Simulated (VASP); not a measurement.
# TiB2 (P6/mmm) in VASP: further runs

Runs on TiB2. Level: PBE. Tasks: single point.

Program: VASP 6.6.1. These are calculated values, not measurements. Logs are shortened: lines on timing, memory, paths and dates and some standing lists are left out, and cuts for length are marked.

**1. The cell of the first run**

The structure is hexagonal, space group P6/mmm (No. 191). Conventional cell: a = 2.921 Å, b = 2.921 Å, c = 3.056 Å, α = 90.00°, β = 90.00°, γ = 120.00°. Ti (site symmetry 6/mmm) has 12 B at 2.28 Å and 6 Ti at 2.92 Å within 3.0 Å. B (site symmetry -6m2) has 3 B at 1.69 Å within 2.2 Å.

**2. Single point, PBE (volume scaled by 0.88, then relaxed in part)**

The input, INCAR:

```
SYSTEM = TiB2
ALGO = Normal
EDIFF = 1E-7
ENCUT = 520
GGA = PE
ISIF = 2
ISMEAR = 0
LASPH = .True.
LCHARG = .True.
LELF = .True.
LREAL = .False.
LVHAR = .True.
LWAVE = .False.
NBANDS = 16
NELM = 100
PREC = Accurate
SIGMA = 0.1
```

The input, KPOINTS:

```
k-points
0
Gamma
  15 15 14
  0 0 0
```

The input, POSCAR:

```
TiB2
1.0
    2.9210877666      0.0000000000      0.0000000000
   -1.4605438833      2.5297362126      0.0000000000
    0.0000000000      0.0000000000      3.0563041277
Ti B
1 2
Direct
    0.0000000000      0.0000000000      0.0000000000
    0.3333333333      0.6666666667      0.5000000000
    0.6666666667      0.3333333333      0.5000000000
```

Potentials or basis: VASP PAW PBE potentials, release 64 (Ti_sv, B).

Command:

```bash
$ cat potpaw_PBE.64/Ti_sv/POTCAR potpaw_PBE.64/B/POTCAR > POTCAR
$ mpirun -np 1 vasp_std > vasp.out
```

OUTCAR:

```text
SYSTEM = TiB2
   EDIFF = 1E-7
   ENCUT = 520
   GGA = PE
   ISIF = 2
   ISMEAR = 0
   LASPH = .True.
   LREAL = .False.
   NELM = 100
   PREC = Accurate

 ion  position               nearest neighbor table
   1  0.000  0.000  0.000-   2 2.28   3 2.28   2 2.28   3 2.28   3 2.28   3 2.28   2 2.28   2 2.28
                             3 2.28   3 2.28   2 2.28   2 2.28
   2  0.333  0.667  0.500-   3 1.69   3 1.69   3 1.69   1 2.28   1 2.28   1 2.28   1 2.28   1 2.28
                             1 2.28
   3  0.667  0.333  0.500-   2 1.69   2 1.69   2 1.69   1 2.28   1 2.28   1 2.28   1 2.28   1 2.28
                             1 2.28

  LATTYP: Found a hexagonal cell.
 ALAT       =     2.9210877666
 C/A-ratio  =     1.0462897290

  Lattice vectors:

 A1 = (   2.9210877666,   0.0000000000,   0.0000000000)
 A2 = (  -1.4605438833,   2.5297362126,   0.0000000000)
 A3 = (   0.0000000000,   0.0000000000,   3.0563041277)

Analysis of symmetry for initial positions (statically):
=====================================================================
 Subroutine PRICEL returns:
 Original cell was already a primitive cell.

 Routine SETGRP: Setting up the symmetry group for a
 hexagonal supercell.

 Subroutine GETGRP returns: Found 24 space group operations
 (whereof 24 operations were pure point group operations)
 out of a pool of 24 trial point group operations.

The static configuration has the point symmetry D_6h.

Analysis of symmetry for dynamics (positions and initial velocities):
=====================================================================
 Subroutine PRICEL returns:
 Original cell was already a primitive cell.

 Routine SETGRP: Setting up the symmetry group for a
 hexagonal supercell.

 Subroutine GETGRP returns: Found 24 space group operations
 (whereof 24 operations were pure point group operations)
 out of a pool of 24 trial point group operations.

The dynamic configuration has the point symmetry D_6h.

 Subroutine INISYM returns: Found 24 space group operations
 (whereof 24 operations are pure point group operations),
 and found     1 'primitive' translations

----------------------------------------------------------------------------------------

                                     Primitive cell

  volume of cell :      22.5848

  direct lattice vectors                    reciprocal lattice vectors
     2.921087767  0.000000000  0.000000000     0.342338225  0.197649066  0.000000000
[... 85 lines left out ...]
   LASPH  =      T    aspherical Exc in radial PAW
   ENCUT  =  520.0 eV  38.22 Ry    6.18 a.u.   5.43  5.43  5.68*2*pi/ulx,y,z
   NELM   =    100;   NELMIN=  2; NELMDL= -5     # of ELM steps
   EDIFF  = 0.1E-06   stopping-criterion for ELM
   LREAL  =      F    real-space projection
   EDIFFG = 0.1E-05   stopping-criterion for IOM
   NSW    =      0    number of steps for IOM
   IBRION =     -1    ionic relax: 0-MD 1-quasi-New 2-CG
   NFREE  =      0    steps in history (QN), initial steepest desc. (CG)
   ISIF   =      2    stress and relaxation
   ISYM   =      2    0-nonsym 1-usesym 2-fastsym
   POTIM  = 0.5000    time-step for ionic-motion
   TEBEG  =    0.0;   TEEND  =   0.0 temperature during run
   PSTRESS=    0.0 pullay stress
   NELECT =      18.0000    total number of electrons
   NUPDOWN=      -1.0000    fix difference up-down
   EMIN   =  10.00;   EMAX   =-10.00  energy-range for DOS
   EFERMI =   0.00;   METHOD = LEGACY
   ISMEAR =     0;   SIGMA  =   0.10  broadening in eV -4-tet -1-fermi 0-gaus
   EFERMI_NEDOS =   21; number of points for ismear=-14 and -15
   IALGO  =     38    algorithm
   IMIX   =      4    mixing-type and parameters
     AMIX     =   0.40;   BMIX     =  1.00
     AMIX_MAG =   1.60;   BMIX_MAG =  1.00
  volume/ion in A,a.u.               =       7.53        50.80
  Fermi-wavevector in a.u.,A,eV,Ry     =   1.517843  2.868307 31.345748  2.303847
  Thomas-Fermi vector in A             =   2.627044
   LORBIT       =      0    0 simple, 1 ext, 2 COOP (PROOUT), +10 PAW based schemes
   GGA     = PE    functional components
   LHFCALC =     F    Hartree Fock is set to
   AEXX    =    0.0000 exact exchange contribution
   IVDW    =     0    specifies the selected vdW correction
   LEPSILON=     F    determine dielectric tensor
   LRPA    =     F    only Hartree local field effects (RPA)
 non-spin polarized calculation
 Gauss-broadening in eV      SIGMA  =   0.10
  energy-cutoff  :      520.00
  volume of cell :       22.58
 maximum number of plane-waves:       629
 NGX is ok and might be reduce to    24
   NGX = 11   NGY = 11   NGZ = 11

 number of electron      17.9999998 magnetization

 Free energy of the ion-electron system (eV)
  ---------------------------------------------------
  ext. energy  EPLUGINS =         0.00000000
  ---------------------------------------------------
  free energy    TOTEN  =       -24.06832086 eV

  energy without entropy =      -24.06673764  energy(sigma->0) =      -24.06752925

 E-fermi :  11.4789     XC(G=0): -13.3987

 val. band max:       11.4727699892   @ k =   0.2000   0.2000   0.1429
 cond. band min:      11.5049421061   @ k =   0.0667   0.0667   0.2857
 fundamental gap:      0.0321721169
 Fermi energy:        11.4788884300

 k-point     1 :       0.0000    0.0000    0.0000
  band No.  band energies     occupation
      1     -45.1622      2.00000
      2     -21.5274      2.00000
      3     -21.1463      2.00000
      4     -21.1463      2.00000
      5      -2.7175      2.00000
      6       8.4312      2.00000
[... 433 lines left out ...]
      3     -21.4207      2.00000
      4     -21.4115      2.00000
      5       2.1115      2.00000
      6       2.3031      2.00000
[... 8 lines left out ...]
     15      21.3346      0.00000
     16      22.8389      0.00000

 [... further k-points ...]
[... 5 lines left out ...]
  --------------------------------------------------------------------------------------
  -------------------------------------------------------------------------------------
  Total        5.8221412      5.8221412      5.8122677      0.0000000      0.0000000      0.0000000
  in kB      413.0255359    413.0255359    412.3251072      0.0000000      0.0000000      0.0000000
  external PRESSURE =     412.7920597 kB  Pullay stress =       0.0000000 kB

 VOLUME and BASIS-vectors are now :
 -----------------------------------------------------------------------------
  energy-cutoff  :      520.00
  volume of cell :       22.58
      direct lattice vectors                 reciprocal lattice vectors
     2.921087767  0.000000000  0.000000000     0.342338225  0.197649066  0.000000000
    -1.460543883  2.529736213  0.000000000     0.000000000  0.395298132  0.000000000
     0.000000000  0.000000000  3.056304128     0.000000000  0.000000000  0.327192569

 POSITION                                       TOTAL-FORCE (eV/Angst)
 -----------------------------------------------------------------------------------
      0.00000      0.00000      0.00000         0.000000      0.000000      0.000000
     -0.00000      1.68649      1.52815         0.000000      0.000000      0.000000
      1.46054      0.84325      1.52815        -0.000000     -0.000000      0.000000
 -----------------------------------------------------------------------------------
    total drift:                               -0.000000      0.000000      0.000000

  FREE ENERGIE OF THE ION-ELECTRON SYSTEM (eV)
  ---------------------------------------------------
  free  energy   TOTEN  =       -24.0683208638 eV

  energy  without entropy=      -24.0667376394  energy(sigma->0) =      -24.06752925
```

OSZICAR:

```text
N       E                     dE             d eps       ncg     rms          rms(c)
DAV:   1     0.121350299639E+03    0.12135E+03   -0.91006E+03  6928   0.131E+03
DAV:   2    -0.225856250626E+02   -0.14394E+03   -0.13859E+03  7536   0.346E+02
DAV:   3    -0.291857091525E+02   -0.66001E+01   -0.65429E+01  9832   0.721E+01
DAV:   4    -0.293301798205E+02   -0.14447E+00   -0.14439E+00  8496   0.946E+00
DAV:   5    -0.293336675833E+02   -0.34878E-02   -0.34877E-02  9744   0.119E+00    0.202E+01
DAV:   6    -0.240345447070E+02    0.52991E+01   -0.18272E+01  9944   0.512E+01    0.478E+00
DAV:   7    -0.240547238562E+02   -0.20179E-01   -0.86297E-01  7336   0.100E+01    0.421E+00
DAV:   8    -0.240665187985E+02   -0.11795E-01   -0.81039E-02 10744   0.238E+00    0.791E-01
DAV:   9    -0.240684455625E+02   -0.19268E-02   -0.11555E-02  8576   0.132E+00    0.175E-01
DAV:  10    -0.240685370830E+02   -0.91521E-04   -0.32944E-03  9192   0.749E-01    0.196E-01
DAV:  11    -0.240683244593E+02    0.21262E-03   -0.56216E-04  9312   0.278E-01    0.664E-02
DAV:  12    -0.240683205205E+02    0.39388E-05   -0.32638E-05  8312   0.518E-02    0.105E-02
DAV:  13    -0.240683210514E+02   -0.53093E-06   -0.19563E-06  9256   0.123E-02    0.515E-03
DAV:  14    -0.240683208326E+02    0.21880E-06   -0.62426E-07  9216   0.871E-03    0.882E-04
DAV:  15    -0.240683208638E+02   -0.31173E-07   -0.21670E-08  3696   0.141E-03
   1 F= -.24068321E+02 E0= -.24067529E+02  d E =-.158322E-02
```

Run time: 44 s. Hardware: 1 thread of AMD EPYC 9R45 (Zen 5), shared host; peak memory 0.17 GiB.

What came out:

```yaml
Free_energy: -24.0683 eV
Pressure: 41.3 GPa
Band_gap_on_the_k_mesh: zero (band 9 reaches 11.85 eV, above the bottom of band 10 at 11.12 eV)
```

Levels at points of the mesh, in eV from the Fermi level:
| k point | band 6 | band 7 | band 8 | band 9 | band 10 | band 11 | band 12 | band 13 |
| --- | --- | --- | --- | --- | --- | --- | --- | --- |
| (0.00, 0.00, 0.00) | -3.05 | -3.05 | -2.42 | -2.14 | 2.27 | 2.27 | 4.39 | 4.39 |
| (0.00, 0.00, 0.50) | -8.14 | -0.65 | -0.65 | -0.36 | -0.36 | 0.48 | 0.48 | 2.21 |

**3. Single point, PBE (volume scaled by 0.91, then relaxed in part)**

The input, INCAR:

```
  ALGO = Normal
  EDIFF = 1E-6
  ENCUT = 520
  GGA = PE
  ISIF = 2
  ISMEAR = 0
  LASPH = T
  LCHARG = T
  LELF = T
  LREAL = F
  LVHAR = T
  LWAVE = F
  NBANDS = 16
  NELM = 100
  PREC = Accurate
  SIGMA = 0.1
```

The input, KPOINTS:

```
k-points
0
Gamma
  15 15 14
```

The input, POSCAR:

```
TiB2
1.0
    2.9498712176      0.0000000000      0.0000000000
   -1.4749356088      2.5546634123      0.0000000000
    0.0000000000      0.0000000000      3.0991199602
Ti B
1 2
Direct
    0.0000000000      0.0000000000      0.0000000000
    0.3333333333      0.6666666667      0.5000000000
    0.6666666667      0.3333333333      0.5000000000
```

Potentials or basis: VASP PAW PBE potentials, release 64 (Ti_sv, B).

Command:

```bash
$ cat potpaw_PBE.64/Ti_sv/POTCAR potpaw_PBE.64/B/POTCAR > POTCAR
$ mpirun -np 1 vasp_std > vasp.out
```

Run time: 39 s. Hardware: 1 thread of AMD EPYC 9R45 (Zen 5), shared host; peak memory 0.17 GiB.

The run converged. Its results:

- Free energy: -24.2361 eV
- Pressure: 28.6 GPa
- Band gap on the k mesh: zero (band 9 reaches 11.46 eV, above the bottom of band 10 at 10.77 eV)

Stress tensor (GPa, compression positive):
```
28.69  0.00  0.00
 0.00 28.69  0.00
 0.00  0.00 28.57
```

Levels at points of the mesh, in eV from the Fermi level:
```csv
k point,band 5,band 6,band 7,band 8,band 9,band 10,band 11,band 12,band 13,band 14
"(0.00, 0.00, 0.00)",-14.03,-2.94,-2.94,-2.34,-2.20,2.16,2.16,4.18,4.18,6.05
"(0.00, 0.00, 0.50)",-11.75,-8.01,-0.64,-0.64,-0.32,-0.32,0.46,0.46,2.05,6.74
```

**4. Single point, PBE (volume scaled by 0.94, then relaxed in part)**

The input, INCAR:

```
PREC = Accurate
ENCUT = 520
EDIFF = 1E-6
ISMEAR = 0
SIGMA = 0.1
LREAL = F
LASPH = T
NELM = 80
ALGO = Normal
ISIF = 2
LWAVE = F
LCHARG = T
GGA = PE
LELF = T
LVHAR = T
NBANDS = 16
```

The input, KPOINTS:

```
Automatic mesh
0
Gamma
  15 15 14
```

The input, POSCAR:

```
TiB2
1.0
    2.9781527530      0.0000000000      0.0000000000
   -1.4890763765      2.5791559404      0.0000000000
    0.0000000000      0.0000000000      3.1407764246
Ti B
1 2
Direct
    0.0000000000      0.0000000000      0.0000000000
    0.3333333333      0.6666666667      0.5000000000
    0.6666666667      0.3333333333      0.5000000000
```

Potentials or basis: VASP PAW PBE potentials, release 64 (Ti_sv, B).

Command:

```bash
$ cat potpaw_PBE.64/Ti_sv/POTCAR potpaw_PBE.64/B/POTCAR > POTCAR
$ mpirun -np 1 vasp_std > vasp.out
```

OUTCAR:

```text
PREC = Accurate
   ENCUT = 520
   EDIFF = 1E-6
   ISMEAR = 0
   LREAL = F
   LASPH = T
   NELM = 80
   ISIF = 2
   GGA = PE

 ion  position               nearest neighbor table
   1  0.000  0.000  0.000-   2 2.33   3 2.33   2 2.33   3 2.33   2 2.33   2 2.33   3 2.33   3 2.33
                             3 2.33   3 2.33   2 2.33   2 2.33
   2  0.333  0.667  0.500-   3 1.72   3 1.72   3 1.72   1 2.33   1 2.33   1 2.33   1 2.33   1 2.33
                             1 2.33
   3  0.667  0.333  0.500-   2 1.72   2 1.72   2 1.72   1 2.33   1 2.33   1 2.33   1 2.33   1 2.33
                             1 2.33

  LATTYP: Found a hexagonal cell.
 ALAT       =     2.9781527530
 C/A-ratio  =     1.0546055509

  Lattice vectors:

 A1 = (   2.9781527530,   0.0000000000,   0.0000000000)
 A2 = (  -1.4890763765,   2.5791559404,   0.0000000000)
 A3 = (   0.0000000000,   0.0000000000,   3.1407764246)

Analysis of symmetry for initial positions (statically):
=====================================================================
 Subroutine PRICEL returns:
 Original cell was already a primitive cell.

 Routine SETGRP: Setting up the symmetry group for a
 hexagonal supercell.

 Subroutine GETGRP returns: Found 24 space group operations
 (whereof 24 operations were pure point group operations)
[... 165 lines left out ...]
  energy without entropy =      -24.34549310  energy(sigma->0) =      -24.34637241

 E-fermi :  10.7161     XC(G=0): -13.0700

 val. band max:       10.7134081440   @ k =   0.2000   0.2000   0.1429
 cond. band min:      10.7285279154   @ k =   0.0000   0.0000   0.3571
 fundamental gap:      0.0151197714
 Fermi energy:        10.7161430045

 k-point     1 :       0.0000    0.0000    0.0000
  band No.  band energies     occupation
      1     -46.1034      2.00000
      2     -22.4626      2.00000
      3     -22.1193      2.00000
      4     -22.1193      2.00000
      5      -3.1448      2.00000
      6       7.8789      2.00000
[... 433 lines left out ...]
      3     -22.3708      2.00000
      4     -22.3406      2.00000
      5       1.6251      2.00000
      6       1.6454      2.00000
[... 8 lines left out ...]
     15      19.9935      0.00000
     16      21.2843      0.00000

 [... further k-points ...]
[... 5 lines left out ...]
  --------------------------------------------------------------------------------------
  -------------------------------------------------------------------------------------
  Total        2.6776213      2.6776213      2.6743330      0.0000000      0.0000000      0.0000000
  in kB      177.8271828    177.8271828    177.6087984      0.0000000      0.0000000      0.0000000
  external PRESSURE =     177.7543880 kB  Pullay stress =       0.0000000 kB

 VOLUME and BASIS-vectors are now :
 -----------------------------------------------------------------------------
  energy-cutoff  :      520.00
  volume of cell :       24.12
      direct lattice vectors                 reciprocal lattice vectors
     2.978152753  0.000000000  0.000000000     0.335778613  0.193861872  0.000000000
    -1.489076376  2.579155940  0.000000000     0.000000000  0.387723745  0.000000000
     0.000000000  0.000000000  3.140776425     0.000000000  0.000000000  0.318392609

 POSITION                                       TOTAL-FORCE (eV/Angst)
 -----------------------------------------------------------------------------------
      0.00000      0.00000      0.00000        -0.000000      0.000000      0.000000
     -0.00000      1.71944      1.57039        -0.000000     -0.000000      0.000000
      1.48908      0.85972      1.57039         0.000000      0.000000      0.000000
 -----------------------------------------------------------------------------------
    total drift:                               -0.000000      0.000000      0.000000

  FREE ENERGIE OF THE ION-ELECTRON SYSTEM (eV)
  ---------------------------------------------------
  free  energy   TOTEN  =       -24.3472517267 eV

  energy  without entropy=      -24.3454930988  energy(sigma->0) =      -24.34637241
```

OSZICAR:

```text
N       E                     dE             d eps       ncg     rms          rms(c)
DAV:   1     0.123082406903E+03    0.12308E+03   -0.89894E+03  6920   0.131E+03
DAV:   2    -0.223180950287E+02   -0.14540E+03   -0.14027E+03  7448   0.346E+02
DAV:   3    -0.293890820571E+02   -0.70710E+01   -0.70082E+01  9968   0.738E+01
DAV:   4    -0.295465036321E+02   -0.15742E+00   -0.15732E+00  8360   0.982E+00
DAV:   5    -0.295508797411E+02   -0.43761E-02   -0.43758E-02 10040   0.134E+00    0.182E+01
DAV:   6    -0.243353683428E+02    0.52155E+01   -0.19478E+01  9944   0.497E+01    0.415E+00
DAV:   7    -0.243405249555E+02   -0.51566E-02   -0.92996E-01  7400   0.108E+01    0.373E+00
DAV:   8    -0.243469346245E+02   -0.64097E-02   -0.73017E-02 11048   0.221E+00    0.778E-01
DAV:   9    -0.243475200615E+02   -0.58544E-03   -0.21172E-02  8544   0.188E+00    0.220E-01
DAV:  10    -0.243473136886E+02    0.20637E-03   -0.27425E-03  9368   0.664E-01    0.962E-02
DAV:  11    -0.243472601334E+02    0.53555E-04   -0.24842E-04  8688   0.161E-01    0.675E-02
DAV:  12    -0.243472515966E+02    0.85368E-05   -0.45241E-05  9312   0.785E-02    0.976E-03
DAV:  13    -0.243472517267E+02   -0.13013E-06   -0.24365E-06  8024   0.132E-02
   1 F= -.24347252E+02 E0= -.24346372E+02  d E =-.175863E-02
```

stdout:

```text
POSCAR found type information on POSCAR TiB
 POSCAR found :  2 types and       3 ions
 scaLAPACK will be used
 LDA part: xc-table for (Slater+PW92), standard interpolation
 POSCAR, INCAR and KPOINTS ok, starting setup
 FFT: planning ... GRIDC
 FFT: planning ... GRID_SOFT
 FFT: planning ... GRID
 WAVECAR not read
 entering main loop
```

Wall time 42 s (1 thread of AMD EPYC 9R45 (Zen 5), shared host); peak memory 0.17 GiB.

Results:

```yaml
Free_energy: -24.3473 eV
Pressure: 17.8 GPa
Band_gap_on_the_k_mesh: zero (band 9 reaches 11.09 eV, above the bottom of band 10 at 10.43 eV)
```

(Part 1 of 2 ends here.)
